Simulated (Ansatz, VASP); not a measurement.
# GaGe in VASP and in Ansatz

```xyz
2
Lattice="0.0000 2.8978 2.8978 2.8978 0.0000 2.8978 2.8978 2.8978 0.0000" Properties=species:S:1:pos:R:3 pbc="T T T"
Ge    0.0000    0.0000    0.0000
Ga    1.4489    1.4489    1.4489
```

Alike in both runs: task single point; functional PBE-based screened hybrid; k mesh 5 × 5 × 5; occupations fermi-dirac, width 0.05 eV; no spin polarisation.

|  | VASP | Ansatz |
| --- | --- | --- |
| version | VASP 6.6.1 | Ansatz 0.2.0 |
| potentials or method | VASP PAW PBE potentials, release 64 (Ge_d, Ga_d) | Ansatz PAW |
| plane-wave cutoff (eV) | 520 | 420 |
| valence electrons in the cell | 27 | 27 |

```tsv
	VASP	Ansatz	Ansatz less VASP
gap on the k mesh at the Fermi level (eV)	none	none	-
pressure (GPa)	-2.7	-2.7	-0.08
```

VASP's potentials were made for PBE, not for PBE-based screened hybrid. A gap of «none» marks a metal or a gap that the smearing closes.

The k mesh is coarse, so the values compare programs but aren't converged.
